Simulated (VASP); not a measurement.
# ZrN (Fm-3m) in VASP: notebook, part 2 of 3

VASP 6.6.1. The steps go on from the part before.

## (4) Electric field gradients, LDA (volume scaled by 0.96)

Contents of INCAR:

```
SYSTEM = ZrN
  PREC = Accurate
  ENCUT = 520
  EDIFF = 1E-8
  ISMEAR = -1
  SIGMA = 0.03
  LREAL = .FALSE.
  LASPH = .TRUE.
  NELM = 120
  ALGO = Normal
  ISIF = 2
  LWAVE = .FALSE.
  LCHARG = .FALSE.
  LEFG = .TRUE.
  NBANDS = 16
  GGA_COMPAT = .FALSE.
```

Contents of KPOINTS:

```
Automatic mesh
0
G
  9 9 9
  0 0 0
```

Contents of POSCAR:

```
ZrN
1.0
    0.0000000000      2.2533582426      2.2533582426
    2.2533582426      0.0000000000      2.2533582426
    2.2533582426      2.2533582426      0.0000000000
Zr N
1 1
Direct
    0.0000000000      0.0000000000      0.0000000000
    0.5000000000      0.5000000000      0.5000000000
```

Potentials or basis: VASP PAW LDA potentials, release 64 (Zr_sv, N).

Command:

```
> cat potpaw_LDA.64/Zr_sv/POTCAR potpaw_LDA.64/N/POTCAR > POTCAR
> mpirun -np 1 vasp_std > vasp.out
```

OUTCAR:

```text
SYSTEM = ZrN
   PREC = Accurate
   ENCUT = 520
   EDIFF = 1E-8
   ISMEAR = -1
   LREAL = .FALSE.
   LASPH = .TRUE.
   NELM = 120
   ISIF = 2

 ion  position               nearest neighbor table
   1  0.000  0.000  0.000-   2 2.25   2 2.25   2 2.25   2 2.25   2 2.25   2 2.25
   2  0.500  0.500  0.500-   1 2.25   1 2.25   1 2.25   1 2.25   1 2.25   1 2.25

  LATTYP: Found a face centered cubic cell.
 ALAT       =     4.5067164852

  Lattice vectors:

 A1 = (   0.0000000000,   2.2533582426,   2.2533582426)
 A2 = (   2.2533582426,   0.0000000000,   2.2533582426)
 A3 = (   2.2533582426,   2.2533582426,   0.0000000000)

Analysis of symmetry for initial positions (statically):
=====================================================================
 Subroutine PRICEL returns:
 Original cell was already a primitive cell.

 Routine SETGRP: Setting up the symmetry group for a
 face centered cubic supercell.

 Subroutine GETGRP returns: Found 48 space group operations
 (whereof 48 operations were pure point group operations)
 out of a pool of 48 trial point group operations.

The static configuration has the point symmetry O_h .

Analysis of symmetry for dynamics (positions and initial velocities):
=====================================================================
 Subroutine PRICEL returns:
 Original cell was already a primitive cell.

 Routine SETGRP: Setting up the symmetry group for a
 face centered cubic supercell.

 Subroutine GETGRP returns: Found 48 space group operations
 (whereof 48 operations were pure point group operations)
 out of a pool of 48 trial point group operations.

The dynamic configuration has the point symmetry O_h .

 Subroutine INISYM returns: Found 48 space group operations
 (whereof 48 operations are pure point group operations),
 and found     1 'primitive' translations

----------------------------------------------------------------------------------------

                                     Primitive cell

  volume of cell :      22.8834

  direct lattice vectors                    reciprocal lattice vectors
     0.000000000  2.253358243  2.253358243    -0.221891038  0.221891038  0.221891038
     2.253358243  0.000000000  2.253358243     0.221891038 -0.221891038  0.221891038
     2.253358243  2.253358243  0.000000000     0.221891038  0.221891038 -0.221891038

  length of vectors
     3.186729788  3.186729788  3.186729788     0.384326552  0.384326552  0.384326552

  position of ions in fractional coordinates (direct lattice)
     0.000000000  0.000000000  0.000000000
     0.500000000  0.500000000  0.500000000

  ion indices of the primitive-cell ions
   primitive index   ion index
                 1           1
                 2           2

----------------------------------------------------------------------------------------

 KPOINTS: Automatic mesh

Automatic generation of k-mesh.
 Grid dimensions read from file:
[... 71 lines left out ...]
   ISIF   =      2    stress and relaxation
   ISYM   =      2    0-nonsym 1-usesym 2-fastsym
   POTIM  = 0.5000    time-step for ionic-motion
   TEBEG  =    0.0;   TEEND  =   0.0 temperature during run
   PSTRESS=    0.0 pullay stress
   NELECT =      17.0000    total number of electrons
   NUPDOWN=      -1.0000    fix difference up-down
   EMIN   =  10.00;   EMAX   =-10.00  energy-range for DOS
   EFERMI =   0.00;   METHOD = LEGACY
   ISMEAR =    -1;   SIGMA  =   0.03  broadening in eV -4-tet -1-fermi 0-gaus
   EFERMI_NEDOS =   21; number of points for ismear=-14 and -15
   IALGO  =     38    algorithm
   IMIX   =      4    mixing-type and parameters
     AMIX     =   0.40;   BMIX     =  1.00
     AMIX_MAG =   1.60;   BMIX_MAG =  1.00
  volume/ion in A,a.u.               =      11.44        77.21
  Fermi-wavevector in a.u.,A,eV,Ry     =   1.482692  2.801881 29.910709  2.198375
  Thomas-Fermi vector in A             =   2.596446
   LORBIT       =      0    0 simple, 1 ext, 2 COOP (PROOUT), +10 PAW based schemes
   GGA     = CA    functional components
   LHFCALC =     F    Hartree Fock is set to
   AEXX    =    0.0000 exact exchange contribution
   IVDW    =     0    specifies the selected vdW correction
   LEPSILON=     F    determine dielectric tensor
   LRPA    =     F    only Hartree local field effects (RPA)
 non-spin polarized calculation
  energy-cutoff  :      520.00
  volume of cell :       22.88
 maximum number of plane-waves:       628
   NGX = 11   NGY = 11   NGZ = 11

 number of electron      16.9999999 magnetization

 Free energy of the ion-electron system (eV)
  ---------------------------------------------------
  ext. energy  EPLUGINS =         0.00000000
  ---------------------------------------------------
  free energy    TOTEN  =       -22.41948948 eV

  energy without entropy =      -22.41548939  energy(sigma->0) =      -22.41748944

 E-fermi :  12.3682     XC(G=0): -13.0484

 val. band max:       12.3379262686   @ k =   0.1111   0.0000   0.0000
 cond. band min:      12.3821417641   @ k =   0.4444   0.2222   0.1111
 fundamental gap:      0.0442154954
 Fermi energy:        12.3681799301

 k-point     1 :       0.0000    0.0000    0.0000
  band No.  band energies     occupation
      1     -36.7225      2.00000
      2     -14.4284      2.00000
      3     -14.4284      2.00000
      4     -14.4284      2.00000
      5      -3.8293      2.00000
      6       9.7156      2.00000
[... 433 lines left out ...]
      3     -14.8502      2.00000
      4     -14.8502      2.00000
      5      -3.2803      2.00000
      6       7.7241      2.00000
[... 8 lines left out ...]
     15      23.5197      0.00000
     16      28.6484      0.00000

 [... further k-points ...]

------------------------ aborting loop because EDIFF is reached ----------------------------------------

  FORCE on cell =-STRESS in cart. coord.  units (eV):
  Direction    XX          YY          ZZ          XY          YZ          ZX
  --------------------------------------------------------------------------------------
  -------------------------------------------------------------------------------------
  Total        0.6098886      0.6098886      0.6098886      0.0000000     -0.0000000     -0.0000000
  in kB       42.7012272     42.7012272     42.7012272      0.0000000     -0.0000000     -0.0000000
  external PRESSURE =      42.7012272 kB  Pullay stress =       0.0000000 kB

 VOLUME and BASIS-vectors are now :
 -----------------------------------------------------------------------------
  energy-cutoff  :      520.00
  volume of cell :       22.88
      direct lattice vectors                 reciprocal lattice vectors
     0.000000000  2.253358243  2.253358243    -0.221891038  0.221891038  0.221891038
     2.253358243  0.000000000  2.253358243     0.221891038 -0.221891038  0.221891038
     2.253358243  2.253358243  0.000000000     0.221891038  0.221891038 -0.221891038

 POSITION                                       TOTAL-FORCE (eV/Angst)
 -----------------------------------------------------------------------------------
      0.00000      0.00000      0.00000         0.000000     -0.000000      0.000000
      2.25336      2.25336      2.25336         0.000000      0.000000      0.000000
 -----------------------------------------------------------------------------------
    total drift:                                0.000000     -0.000000     -0.000000

  FREE ENERGIE OF THE ION-ELECTRON SYSTEM (eV)
  ---------------------------------------------------
  free  energy   TOTEN  =       -22.4194894825 eV

  energy  without entropy=      -22.4154893909  energy(sigma->0) =      -22.41748944

 Electric field gradients (V/A^2)
---------------------------------------------------------------------
 ion       V_xx      V_yy      V_zz      V_xy      V_xz      V_yz
---------------------------------------------------------------------
   1      -0.000    -0.000     0.000    -0.000    -0.000    -0.000
   2      -0.000     0.000    -0.000    -0.001    -0.001    -0.001
---------------------------------------------------------------------

 Electric field gradients after diagonalization (V/A^2)
 (convention: |V_zz| > |V_xx| > |V_yy|)
----------------------------------------------------------------------
 ion       V_xx      V_yy      V_zz     asymmetry (V_yy - V_xx)/ V_zz
----------------------------------------------------------------------
   1       0.000     0.000    -0.000       0.000
   2       0.001     0.001    -0.001       0.000
----------------------------------------------------------------------

           NMR quadrupolar parameters

 Cq : quadrupolar parameter    Cq=e*Q*V_zz/h
 eta: asymmetry parameters     (V_yy - V_xx)/ V_zz
 Q  : nuclear electric quadrupole moment in mb (millibarn)
----------------------------------------------------------------------
 ion       Cq(MHz)       eta       Q (mb)
----------------------------------------------------------------------
   1      -0.000       0.000       1.000
   2      -0.000       0.000       1.000
----------------------------------------------------------------------
```

OSZICAR:

```text
N       E                     dE             d eps       ncg     rms          rms(c)
DAV:   1     0.111684247643E+03    0.11168E+03   -0.91664E+03  1120   0.106E+03
DAV:   2    -0.217679912484E+02   -0.13345E+03   -0.12503E+03  1432   0.296E+02
DAV:   3    -0.258135394113E+02   -0.40455E+01   -0.40158E+01  1568   0.474E+01
DAV:   4    -0.258534237447E+02   -0.39884E-01   -0.39877E-01  1416   0.444E+00
DAV:   5    -0.258542683736E+02   -0.84463E-03   -0.84461E-03  1496   0.461E-01    0.245E+01
DAV:   6    -0.226136045714E+02    0.32407E+01   -0.71839E+00  1176   0.255E+01    0.941E+00
DAV:   7    -0.224578169200E+02    0.15579E+00   -0.47040E-01  1344   0.597E+00    0.789E+00
DAV:   8    -0.224364480363E+02    0.21369E-01   -0.23769E-01  1488   0.413E+00    0.432E+00
DAV:   9    -0.224201972284E+02    0.16251E-01   -0.53726E-02  1296   0.208E+00    0.138E+00
DAV:  10    -0.224195106701E+02    0.68656E-03   -0.16889E-03  1384   0.398E-01    0.170E-01
DAV:  11    -0.224194960373E+02    0.14633E-04   -0.19577E-04  1424   0.109E-01    0.690E-02
DAV:  12    -0.224194895676E+02    0.64697E-05   -0.15223E-05  1304   0.323E-02    0.327E-03
DAV:  13    -0.224194895081E+02    0.59463E-07   -0.13555E-07  1392   0.392E-03    0.149E-03
DAV:  14    -0.224194894848E+02    0.23341E-07   -0.16331E-08  1352   0.136E-03    0.330E-04
DAV:  15    -0.224194894825E+02    0.23210E-08   -0.15708E-09   744   0.404E-04
   1 F= -.22419489E+02 E0= -.22417489E+02  d E =-.400009E-02
```

stdout:

```text
POSCAR found type information on POSCAR ZrN
 POSCAR found :  2 types and       2 ions
 scaLAPACK will be used
 LDA part: xc-table for (Slater(with rela. corr.)+CA(PZ))
 , standard interpolation
 POSCAR, INCAR and KPOINTS ok, starting setup
 FFT: planning ... GRIDC
 FFT: planning ... GRID_SOFT
 FFT: planning ... GRID
 WAVECAR not read
 entering main loop
ion   1

ion   2
```

Wall time 21 s (1 thread of Intel Xeon 8259CL, shared host); peak memory 0.13 GiB.

Results:

| Property | Result |
| --- | --- |
| Free energy | -22.4195 eV |
| Pressure | 4.3 GPa |

Caveat: without QUAD_EFG the Cq values of the log hold for a quadrupole moment of 1 mb, not for the nuclei.

## (5) Electric field gradients, LDA (volume scaled by 0.96)

Contents of INCAR:

```
SYSTEM = ZrN
PREC     = Accurate       ! precision mode
ENCUT    = 520            ! plane-wave cutoff, eV
EDIFF    = 1E-8           ! SCF threshold, eV
ISMEAR   = -1             ! smearing method
SIGMA    = 0.03           ! smearing width, eV
LREAL    = .FALSE.        ! projectors in reciprocal space
LASPH    = .TRUE.         ! aspherical terms in the spheres
NELM     = 120            ! most SCF steps
ALGO     = Normal         ! electronic algorithm
ISIF     = 2              ! what is computed and relaxed
LWAVE    = .FALSE.        ! write WAVECAR
LCHARG   = .FALSE.        ! write CHGCAR
GGA      = CA             ! functional
LEFG     = .TRUE.       
NBANDS   = 16             ! bands
GGA_COMPAT= .FALSE.
```

Contents of KPOINTS:

```
regular mesh
0
G
  9 9 9
  0 0 0
```

POSCAR is that of step 4.

Potentials or basis: VASP PAW LDA potentials, release 64 (Zr_sv, N).

Command:

```
> cat potpaw_LDA.64/Zr_sv/POTCAR potpaw_LDA.64/N/POTCAR > POTCAR
> mpirun -np 1 vasp_std > vasp.out
```

OUTCAR:

```text
SYSTEM = ZrN
   PREC = Accurate
   ENCUT = 520
   EDIFF = 1E-8
   ISMEAR = -1
   LREAL = .FALSE.
   LASPH = .TRUE.
   NELM = 120
   ISIF = 2
   GGA = CA

 ion  position               nearest neighbor table
   1  0.000  0.000  0.000-   2 2.25   2 2.25   2 2.25   2 2.25   2 2.25   2 2.25
   2  0.500  0.500  0.500-   1 2.25   1 2.25   1 2.25   1 2.25   1 2.25   1 2.25

  LATTYP: Found a face centered cubic cell.
 ALAT       =     4.5067164852

  Lattice vectors:

 A1 = (   0.0000000000,   2.2533582426,   2.2533582426)
 A2 = (   2.2533582426,   0.0000000000,   2.2533582426)
 A3 = (   2.2533582426,   2.2533582426,   0.0000000000)

Analysis of symmetry for initial positions (statically):
=====================================================================
 Subroutine PRICEL returns:
 Original cell was already a primitive cell.

 Routine SETGRP: Setting up the symmetry group for a
 face centered cubic supercell.

[... 644 lines left out ...]
      direct lattice vectors                 reciprocal lattice vectors
     0.000000000  2.253358243  2.253358243    -0.221891038  0.221891038  0.221891038
     2.253358243  0.000000000  2.253358243     0.221891038 -0.221891038  0.221891038
     2.253358243  2.253358243  0.000000000     0.221891038  0.221891038 -0.221891038

 POSITION                                       TOTAL-FORCE (eV/Angst)
 -----------------------------------------------------------------------------------
      0.00000      0.00000      0.00000         0.000000     -0.000000      0.000000
      2.25336      2.25336      2.25336         0.000000      0.000000      0.000000
 -----------------------------------------------------------------------------------
    total drift:                                0.000000     -0.000000     -0.000000

  FREE ENERGIE OF THE ION-ELECTRON SYSTEM (eV)
  ---------------------------------------------------
  free  energy   TOTEN  =       -22.4194894825 eV

  energy  without entropy=      -22.4154893909  energy(sigma->0) =      -22.41748944

 Electric field gradients (V/A^2)
---------------------------------------------------------------------
 ion       V_xx      V_yy      V_zz      V_xy      V_xz      V_yz
---------------------------------------------------------------------
   1      -0.000    -0.000     0.000    -0.000    -0.000    -0.000
   2      -0.000     0.000    -0.000    -0.001    -0.001    -0.001
---------------------------------------------------------------------

 Electric field gradients after diagonalization (V/A^2)
 (convention: |V_zz| > |V_xx| > |V_yy|)
----------------------------------------------------------------------
 ion       V_xx      V_yy      V_zz     asymmetry (V_yy - V_xx)/ V_zz
----------------------------------------------------------------------
   1       0.000     0.000    -0.000       0.000
   2       0.001     0.001    -0.001       0.000
----------------------------------------------------------------------

           NMR quadrupolar parameters

 Cq : quadrupolar parameter    Cq=e*Q*V_zz/h
 eta: asymmetry parameters     (V_yy - V_xx)/ V_zz
 Q  : nuclear electric quadrupole moment in mb (millibarn)
----------------------------------------------------------------------
 ion       Cq(MHz)       eta       Q (mb)
----------------------------------------------------------------------
   1      -0.000       0.000       1.000
   2      -0.000       0.000       1.000
----------------------------------------------------------------------
```

OSZICAR:

```text
N       E                     dE             d eps       ncg     rms          rms(c)
DAV:   1     0.111684247643E+03    0.11168E+03   -0.91664E+03  1120   0.106E+03
DAV:   2    -0.217679912484E+02   -0.13345E+03   -0.12503E+03  1432   0.296E+02
DAV:   3    -0.258135394113E+02   -0.40455E+01   -0.40158E+01  1568   0.474E+01
DAV:   4    -0.258534237447E+02   -0.39884E-01   -0.39877E-01  1416   0.444E+00
DAV:   5    -0.258542683736E+02   -0.84463E-03   -0.84461E-03  1496   0.461E-01    0.245E+01
DAV:   6    -0.226136045714E+02    0.32407E+01   -0.71839E+00  1176   0.255E+01    0.941E+00
DAV:   7    -0.224578169200E+02    0.15579E+00   -0.47040E-01  1344   0.597E+00    0.789E+00
DAV:   8    -0.224364480363E+02    0.21369E-01   -0.23769E-01  1488   0.413E+00    0.432E+00
DAV:   9    -0.224201972284E+02    0.16251E-01   -0.53726E-02  1296   0.208E+00    0.138E+00
DAV:  10    -0.224195106701E+02    0.68656E-03   -0.16889E-03  1384   0.398E-01    0.170E-01
DAV:  11    -0.224194960373E+02    0.14633E-04   -0.19577E-04  1424   0.109E-01    0.690E-02
DAV:  12    -0.224194895676E+02    0.64697E-05   -0.15223E-05  1304   0.323E-02    0.327E-03
DAV:  13    -0.224194895081E+02    0.59463E-07   -0.13555E-07  1392   0.392E-03    0.149E-03
DAV:  14    -0.224194894848E+02    0.23341E-07   -0.16331E-08  1352   0.136E-03    0.330E-04
DAV:  15    -0.224194894825E+02    0.23210E-08   -0.15708E-09   744   0.404E-04
   1 F= -.22419489E+02 E0= -.22417489E+02  d E =-.400009E-02
```

Run time: 21 s. Hardware: 1 thread of Intel Xeon 8259CL, shared host; peak memory 0.13 GiB.

Results:

```
Free energy : -22.4195 eV
Pressure    : 4.3 GPa
```

Levels at points of the mesh, in eV from the Fermi level:
```csv
k point,band 6,band 7,band 8,band 9,band 10,band 11,band 12,band 13
"(0.00, 0.00, 0.00)",-2.65,-2.65,-2.65,-0.41,-0.41,-0.41,1.72,1.72
```

Caveat: without QUAD_EFG the Cq values of the log hold for a quadrupole moment of 1 mb, not for the nuclei.

[end of part 2 of 3]
